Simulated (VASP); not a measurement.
# HC4 in VASP: a series of runs, part 2 of 2

VASP 6.6.1. Earlier steps stand in the parts before.

**3. Single point, r2SCAN**

Input file POSCAR:

```
HC4
1.0
    5.0350011261      0.0000000000      0.0000000000
    0.0000000000      2.5175005631      0.0000000000
    0.0000000000      0.0000000000     19.7329018234
C H
16 4
Direct
    0.5000000000      0.5000000000      0.2357689632
    0.0000000000      0.5000000000      0.2357689632
    0.5000000000      0.0000000000      0.2808748918
    0.0000000000      0.0000000000      0.2808748918
    0.7500000000      0.0000000000      0.3259808203
    0.2500000000      0.0000000000      0.3259808203
    0.7500000000      0.5000000000      0.3710867489
    0.2500000000      0.5000000000      0.3710867489
   -0.0021300457      0.5000000000      0.4160255242
    0.5010245312      0.5000000000      0.4076554237
   -0.0033695990      0.0000000000      0.4608217179
    0.5031865563      0.0000000000      0.4463411202
    0.2620419467      0.0000000000      0.4965158834
    0.7311514288      0.0000000000      0.4988121472
    0.3652533205      0.5000000000      0.5213824250
    0.6324933679      0.5000000000      0.5284264979
    0.6429144453      0.5000000000      0.1982508924
    0.3570855547      0.5000000000      0.1982508924
    0.1423584706      0.5000000000      0.1980631397
   -0.1423584706      0.5000000000      0.1980631397
```

Input file INCAR.step1:

```
SYSTEM = HC4
PREC = Accurate ; ENCUT = 520
ISMEAR = 0 ; SIGMA = 0.05
LREAL = Auto ; LASPH = .TRUE.
NELM = 60 ; LDIPOL = .TRUE.
IDIPOL = 3 ; DIPOL = 0.5 0.5 0.350
NBANDS = 50 ; GGA = PE
ALGO = Normal ; EDIFF = 1E-4
LWAVE = .TRUE. ; LCHARG = .FALSE.
```

Input file INCAR.step2:

```
SYSTEM = HC4
PREC = Accurate ; ENCUT = 520
EDIFF = 1E-6 ; ISMEAR = 0
SIGMA = 0.05 ; LREAL = Auto
LASPH = .TRUE. ; NELM = 60
ALGO = Normal ; ISIF = 2
LWAVE = .FALSE. ; LCHARG = .FALSE.
LDIPOL = .TRUE. ; IDIPOL = 3
DIPOL = 0.5 0.5 0.350 ; METAGGA = R2SCAN
LMIXTAU = .TRUE. ; NBANDS = 50
ISTART = 1
```

Input file KPOINTS:

```
Automatic mesh
0
G
  5 10 1
  0 0 0
```

Potentials or basis: VASP PAW PBE potentials, release 64 (C, H).

The run is started by

```
> cat potpaw_PBE.64/C/POTCAR potpaw_PBE.64/H/POTCAR > POTCAR
> cp INCAR.step1 INCAR
> mpirun -np 1 vasp_std > vasp.out
> cp INCAR.step2 INCAR
> mpirun -np 1 vasp_std > vasp.out
```

OUTCAR:

```text
SYSTEM = HC4
   PREC = Accurate
   ENCUT = 520
   EDIFF = 1E-6
   ISMEAR = 0
   LREAL = Auto
   LASPH = .TRUE.
   NELM = 60
   ISIF = 2
   METAGGA = R2SCAN
   ISTART = 1

 ion  position               nearest neighbor table
   1  0.500  0.500  0.236-  17 1.03  18 1.03   3 1.54   3 1.54
   2  0.000  0.500  0.236-  19 1.03  20 1.03   4 1.54   4 1.54
   3  0.500  0.000  0.281-   5 1.54   6 1.54   1 1.54   1 1.54
   4  0.000  0.000  0.281-   5 1.54   6 1.54   2 1.54   2 1.54
   5  0.750  0.000  0.326-   3 1.54   4 1.54   7 1.54   7 1.54
   6  0.250  0.000  0.326-   3 1.54   4 1.54   8 1.54   8 1.54
   7  0.750  0.500  0.371-  10 1.45   9 1.53   5 1.54   5 1.54
   8  0.250  0.500  0.371-  10 1.46   6 1.54   6 1.54   9 1.55
   9  0.998  0.500  0.416-   7 1.53  11 1.54  11 1.54   8 1.55
  10  0.501  0.500  0.408-   7 1.45   8 1.46  12 1.47  12 1.47
  11  0.997  0.000  0.461-  13 1.51  14 1.53   9 1.54   9 1.54
  12  0.503  0.000  0.446-  10 1.47  10 1.47  14 1.55  13 1.57  15 2.06  15 2.06
  13  0.262  0.000  0.497-  15 1.45  15 1.45  11 1.51  12 1.57
  14  0.731  0.000  0.499-  16 1.47  16 1.47  11 1.53  12 1.55
  15  0.365  0.500  0.521-  16 1.35  13 1.45  13 1.45  12 2.06  12 2.06
  16  0.632  0.500  0.528-  15 1.35  14 1.47  14 1.47
[... 1109 lines left out ...]
     46      10.2076      0.00000
 [bands above 46 left out]

------------------------ aborting loop because EDIFF is reached ----------------------------------------

 vacuum level on the upper side and lower side of the slab       (xc-potential included)         1.783        -1.786

  FORCE on cell =-STRESS in cart. coord.  units (eV):
  Direction    XX          YY          ZZ          XY          YZ          ZX
  --------------------------------------------------------------------------------------
  -------------------------------------------------------------------------------------
  Total       33.9030659     14.2949739     22.7764339      0.0000000      0.0000000     -0.0109638
  in kB      217.1648105     91.5659166    145.8935882      0.0000000      0.0000000     -0.0702283
  external PRESSURE =     151.5414384 kB  Pullay stress =       0.0000000 kB

 VOLUME and BASIS-vectors are now :
 -----------------------------------------------------------------------------
  energy-cutoff  :      520.00
  volume of cell :      250.13
      direct lattice vectors                 reciprocal lattice vectors
     5.035001126  0.000000000  0.000000000     0.198609687  0.000000000  0.000000000
     0.000000000  2.517500563  0.000000000     0.000000000  0.397219375  0.000000000
     0.000000000  0.000000000 19.732901823     0.000000000  0.000000000  0.050676784

 POSITION                                       TOTAL-FORCE (eV/Angst)
 -----------------------------------------------------------------------------------
      2.51750      1.25875      4.65241        -0.005436      0.000000      1.906773
      0.00000      1.25875      4.65241         0.005730      0.000000      1.772632
      2.51750      0.00000      5.54248         0.013632      0.000000     -1.622972
      0.00000      0.00000      5.54248        -0.010109      0.000000     -1.806966
      3.77625      0.00000      6.43255         0.932237      0.000000     -0.865316
      1.25875      0.00000      6.43255        -0.927972      0.000000     -0.764857
[... 12 lines left out ...]
      0.71678      1.25875      3.90836         0.052838      0.000000     -0.062013
      4.31823      1.25875      3.90836        -0.052983      0.000000     -0.060185
 -----------------------------------------------------------------------------------
    total drift:                               -0.000430     -0.000000      0.028869

  FREE ENERGIE OF THE ION-ELECTRON SYSTEM (eV)
  ---------------------------------------------------
  free  energy   TOTEN  =      -162.1262037908 eV

  energy  without entropy=     -162.1262037908  energy(sigma->0) =     -162.12620379

 vacuum level on the upper side and lower side of the slab         7.094         3.429
```

OSZICAR.step1:

```text
N       E                     dE             d eps       ncg     rms          rms(c)
DAV:   1     0.465119898255E+03    0.46512E+03   -0.32059E+04  1800   0.119E+03
DAV:   2    -0.109825394075E+03   -0.57495E+03   -0.54583E+03  2456   0.290E+02
DAV:   3    -0.159377122317E+03   -0.49552E+02   -0.48965E+02  2232   0.850E+01
[... 12 lines left out ...]
DAV:  16    -0.150429808043E+03   -0.33211E-03   -0.59194E-05  1512   0.287E-02    0.112E-02
DAV:  17    -0.150430426514E+03   -0.61847E-03   -0.90108E-05  1504   0.295E-02    0.600E-03
DAV:  18    -0.150430752968E+03   -0.32645E-03   -0.39527E-05  1544   0.241E-02    0.373E-03
DAV:  19    -0.150430881211E+03   -0.12824E-03   -0.17129E-05  1448   0.211E-02    0.218E-03
DAV:  20    -0.150430905972E+03   -0.24760E-04   -0.56133E-06  1584   0.987E-03
   1 F= -.15043091E+03 E0= -.15043091E+03  d E =-.141112E-10
```

It took 15 min on 1 thread of AMD EPYC 9R45 (Zen 5), shared host; peak memory 0.39 GiB.

What came out:

* Free energy: -162.1262 eV
* Largest force: 5.486 eV/Å
* Band gap on the k mesh: 1.36 eV (least direct gap 1.46 eV)

Forces in eV/Å, atoms in the order of the input:
```
C   -0.005  0.000  1.907
C    0.006  0.000  1.773
C    0.014  0.000 -1.623
C   -0.010  0.000 -1.807
C    0.932  0.000 -0.865
C   -0.928  0.000 -0.765
C    1.373  0.000 -3.483
C   -1.374  0.000 -3.081
C    0.013  0.000 -0.007
C   -0.003  0.000 -0.009
C    0.000  0.000  0.025
C   -0.016  0.000 -0.016
C   -0.057  0.000  0.017
C    0.070  0.000  0.013
C   -0.086  0.000  5.486
C    0.072  0.000  2.649
H    0.060  0.000 -0.045
H   -0.060  0.000 -0.047
H    0.053  0.000 -0.062
H   -0.053  0.000 -0.060
```

Levels at points of the mesh, in eV from the valence-band top:
```
           k point  band 30  band 31  band 32  band 33  band 34  band 35  band 36  band 37  band 38  band 39
(0.00, 0.00, 0.00)    -3.24    -2.11    -1.80    -0.59    -0.07     1.39     2.86     3.04     3.32     3.49
(0.00, 0.50, 0.00)    -4.35    -4.14    -3.65    -2.03    -1.17     1.39     4.46     4.54     5.38     5.45
```

Caveat: the PAW data sets were made with another functional, which shifts forces and pressure a little.

**4. Single point, r2SCAN**

POSCAR, as its differences from that of step 3:

```diff
@@ -16,10 +16,10 @@
     0.2500000000      0.5000000000      0.3710867489
-   -0.0021300457      0.5000000000      0.4160255242
-    0.5010245312      0.5000000000      0.4076554237
-   -0.0033695990      0.0000000000      0.4608217179
-    0.5031865563      0.0000000000      0.4463411202
-    0.2620419467      0.0000000000      0.4965158834
-    0.7311514288      0.0000000000      0.4988121472
-    0.3652533205      0.5000000000      0.5213824250
-    0.6324933679      0.5000000000      0.5284264979
+    0.0000226691      0.5000000000      0.4167550313
+    0.5000375459      0.5000000000      0.4086920091
+    0.0000994144      0.0000000000      0.4621461114
+    0.5001317522      0.0000000000      0.4480024843
+    0.2663761347      0.0000000000      0.4996697733
+    0.7338068967      0.0000000000      0.4996278879
+    0.3657964054      0.5000000000      0.5284264979
+    0.6346660435      0.5000000000      0.5284264979
     0.6429144453      0.5000000000      0.1982508924
```

Input file INCAR.step1:

```
PREC = Accurate
ENCUT = 520
ISMEAR = 0
SIGMA = 0.05
LREAL = Auto
LASPH = T
NELM = 80
LDIPOL = T
IDIPOL = 3
DIPOL = 0.5 0.5 0.351
NBANDS = 50
GGA = PE
ALGO = Normal
EDIFF = 1E-4
LWAVE = T
LCHARG = F
```

Input file INCAR.step2:

```
PREC = Accurate
ENCUT = 520
EDIFF = 1E-6
ISMEAR = 0
SIGMA = 0.05
LREAL = Auto
LASPH = T
NELM = 80
ALGO = Normal
ISIF = 2
LWAVE = F
LCHARG = F
LDIPOL = T
IDIPOL = 3
DIPOL = 0.5 0.5 0.351
METAGGA = R2SCAN
LMIXTAU = T
NBANDS = 50
ISTART = 1
```

Input file KPOINTS:

```
Automatic mesh
0
Gamma
  5 10 1
```

The run is started by

```
> cat potpaw_PBE.64/C/POTCAR potpaw_PBE.64/H/POTCAR > POTCAR
> cp INCAR.step1 INCAR
> mpirun -np 1 vasp_std > vasp.out
> cp INCAR.step2 INCAR
> mpirun -np 1 vasp_std > vasp.out
```

Wall time 37 min (1 thread of Intel Xeon 8259CL, shared host); peak memory 0.43 GiB.

The run converged. Its results:

| Property | Result |
| --- | --- |
| Free energy | -162.7340 eV |
| Largest force | 3.259 eV/Å |
| Band gap on the k mesh | 1.38 eV (least direct gap 1.56 eV) |

Forces on the atoms (eV/Å):
```
C    0.000  0.000  1.908
C    0.000  0.000  1.780
C    0.000  0.000 -1.615
C    0.000  0.000 -1.792
C    0.873  0.000 -0.662
C   -0.871  0.000 -0.661
C    1.229  0.000 -2.630
C   -1.218  0.000 -2.626
C    0.009  0.000  0.000
C   -0.006  0.000 -0.013
C   -0.002  0.000  0.011
C   -0.014  0.000 -0.016
C   -0.059  0.000  0.001
C    0.078  0.000  0.011
C   -0.099  0.000  3.253
C    0.080  0.000  3.258
H    0.059  0.000 -0.045
H   -0.060  0.000 -0.045
H    0.054  0.000 -0.058
H   -0.054  0.000 -0.058
```

Levels at points of the mesh, in eV from the valence-band top:
```csv
k point,band 30,band 31,band 32,band 33,band 34,band 35,band 36,band 37,band 38,band 39
"(0.00, 0.00, 0.00)",-3.13,-2.07,-1.68,-0.47,-0.05,1.50,3.05,3.14,3.49,3.69
"(0.00, 0.50, 0.00)",-4.33,-3.89,-3.53,-2.05,-1.06,1.42,4.55,4.65,5.49,5.49
```

Caveat: the PAW data sets were made with another functional, which shifts forces and pressure a little.

**5. The runs side by side**

| cell | gap on the mesh (eV) | largest force (eV/Å) |
| --- | --- | --- |
| as given, atomic positions A | 1.21 | 2.59 |
| as given, atomic positions B | 1.36 | 5.49 |
| as given, atomic positions C | 1.38 | 3.26 |

Alike in all rows: task single point; level r2SCAN; potentials or basis VASP PAW PBE potentials, release 64 (C, H); no spin polarisation; k mesh 5 × 10 × 1; cutoff (eV) 520; smearing gaussian 0.05 eV.

Caveats: the PAW data sets were made with another functional, which shifts forces and pressure a little.

Absolute energies hang on the potentials; compare differences alone.
